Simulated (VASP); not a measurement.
MoS2: single point with PBEsol

Crystal: MoS2.

```
Mo S
1.0
     1.61668    0.95160    6.13580
    -1.54632    0.93579    6.11999
     0.02149   -1.79554    6.11420
Mo S
1 2
Direct
  0.00000 0.00000 0.00000
  0.74840 0.74840 0.74840
  0.58490 0.58490 0.58490
```

This cell differs from its parent crystal: equal xy, yz and zx shear strains of +1 %.

- Program: VASP 6.6.1
- Task: single point
- Functional: PBEsol
- Potentials or basis: VASP PAW PBE potentials, release 64 (Mo_sv, S)
- Cutoff: 520 eV
- k mesh: 13 × 13 × 13
- Occupations: fermi-dirac, width 0.05 eV
- Spin: no spin polarisation
- Dipole correction: no
- Further INCAR settings: ALGO = Normal; EDIFF = 1e-07; NBANDS = 20

```yaml
Pressure: 4.3 GPa
Largest_force: 1.053 eV/Å
Band_gap_on_the_k_mesh: 0.73 eV (least direct gap 1.79 eV)
```

Forces in eV/Å, atoms in the order of the input:
```
Mo   0.081 -0.002 -0.012
S   -0.200 -0.159  1.022
S    0.119  0.161 -1.010
```

Stress tensor (GPa, compression positive):
```
 1.69 -0.89 -1.53
-0.89  1.74 -1.52
-1.53 -1.52  9.35
```

Levels at points of the mesh, in eV from the valence-band top:
```csv
k point,band 11,band 12,band 13,band 14,band 15,band 16
"(0.00, 0.00, 0.00)",-2.64,-1.31,-1.19,1.86,1.94,2.40
```

It took 59 min on 1 thread of Oxide Virtual Turin-like Processor (shared host), peak memory 1.1 GiB.

Caveat: the cell differs from its parent crystal (equal xy, yz and zx shear strains of +1 %); the stress differs along the axes, from 2 to 9 GPa; the PAW data sets were made with another functional, which shifts forces and pressure a little. A k mesh can miss the band edges.
